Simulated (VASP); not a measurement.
As: single point with LDA

The system is As, a slab with vacuum.

```
CELL_PARAMETERS angstrom
3.35000 0.00000 0.00000
-1.67500 2.90119 0.00000
0.00000 0.00000 28.00000
ATOMIC_POSITIONS crystal
As 0.33333 0.66667 0.53171
As 0.66667 0.33333 0.46829
```

```yaml
Program: VASP 6.6.1
Task: single point
Functional: LDA
Potentials_or_basis: VASP PAW LDA potentials, release 64 (As)
Cutoff: 520 eV
k_mesh: 9 × 9 × 1
Occupations: gaussian, width 0.02 eV
Spin: no spin polarisation
```

```
Largest force          : 2.756 eV/Å
Band gap on the k mesh : zero (band 5 reaches -1.70 eV, above the bottom of band 6 at -3.13 eV)
```

Forces on the atoms (eV/Å):
```
As   0.000  0.000 -2.756
As   0.000  0.000  2.756
```

Levels at points of the mesh, in eV from the Fermi level:
| k point | band 2 | band 3 | band 4 | band 5 | band 6 | band 7 | band 8 | band 9 |
| --- | --- | --- | --- | --- | --- | --- | --- | --- |
| (0.00, 0.00, 0.00) | -9.73 | -3.16 | 0.93 | 0.93 | 1.77 | 3.33 | 3.33 | 3.81 |

Run time: 62 s on 1 thread of Intel(R) Xeon(R) Platinum 8488C (Sapphire Rapids), with other jobs on the host, peak memory 0.31 GiB.
